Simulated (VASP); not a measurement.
Wanted: the native input for a VASP 6.6.1 run.

- Task: single point
- Functional: LDA
- Potentials or basis: VASP PAW LDA potentials, release 64 (Sn_d, Se)
- Cutoff: 500 eV
- k mesh: 6 × 6 × 6
- Occupations: gaussian, width 0.05 eV
- Spin: no spin polarisation
- Dipole correction: no
- Further INCAR settings: ALGO = Normal; EDIFF = 1e-06; NBANDS = 17

The structure of SnSe lies in POSCAR:

```
SnSe
1.0
    0.0000000000      3.2288433459      3.2288433459
    3.2288433459      0.0000000000      3.2288433459
    3.2288433459      3.2288433459      0.0000000000
Sn Se
1 1
Direct
    0.0000000000      0.0000000000      0.0000000000
    0.2500000000      0.2500000000      0.2500000000
```

One way to write it, as run:

INCAR

```
SYSTEM = SnSe
PREC = Accurate
ENCUT = 500
EDIFF = 1E-6
ISMEAR = 0
SIGMA = 0.05
LREAL = .False.
LASPH = .True.
NELM = 120
ALGO = Normal
ISIF = 2
LWAVE = .False.
LCHARG = .False.
NBANDS = 17
GGA_COMPAT = .False.
```

KPOINTS

```
Automatic mesh
0
Gamma
  6 6 6
  0 0 0
```

Potentials or basis: VASP PAW LDA potentials, release 64 (Sn_d, Se).

Run with:

```bash
$ cat potpaw_LDA.64/Sn_d/POTCAR potpaw_LDA.64/Se/POTCAR > POTCAR
$ mpirun -np 1 vasp_std > vasp.out
```

Results of the run:

| Item | Value |
| --- | --- |
| Pressure | 2.1 GPa |
| Band gap on the k mesh | zero (band 10 reaches 3.85 eV, above the bottom of band 11 at 3.53 eV) |

Caveat: spin-orbit coupling is left out, which moves the levels of the heavy elements.

Run time: 25 s on 1 thread of Intel Xeon 8259CL, on a shared host, peak memory 0.17 GiB.
